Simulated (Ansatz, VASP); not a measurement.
**MgO in VASP and in Ansatz**

```xyz
2
Lattice="0.0000 1.9023 2.6898 1.9023 0.0000 2.6898 1.9023 1.9023 0.0000" Properties=species:S:1:pos:R:3 pbc="T T T"
Mg    0.0000    0.0000    0.0000
O     1.9023    1.9023    2.6898
```

Alike in both runs: task single point; functional PBE; k mesh 10 × 10 × 10; occupations gaussian, width 0.05 eV; no spin polarisation.

```csv
,VASP,Ansatz
version,VASP 6.6.1,Ansatz 0.2.0
potentials or method,"VASP PAW PBE potentials, release 64 (Mg, O), cutoff 520 eV","scalar-relativistic, plane waves, PAW"
valence electrons in the cell,8,16
```

VASP gave:

- gap on the k mesh at the Fermi level (eV): 3.81
- least direct gap on the mesh (eV): 3.81

Question: Estimate Ansatz's values.

Answer: gap on the k mesh at the Fermi level (eV): 3.83; least direct gap on the mesh (eV): 3.83.

VASP's potentials hold 8 valence electrons a cell and Ansatz's 16, so a difference there can come from the potentials and not from the codes.
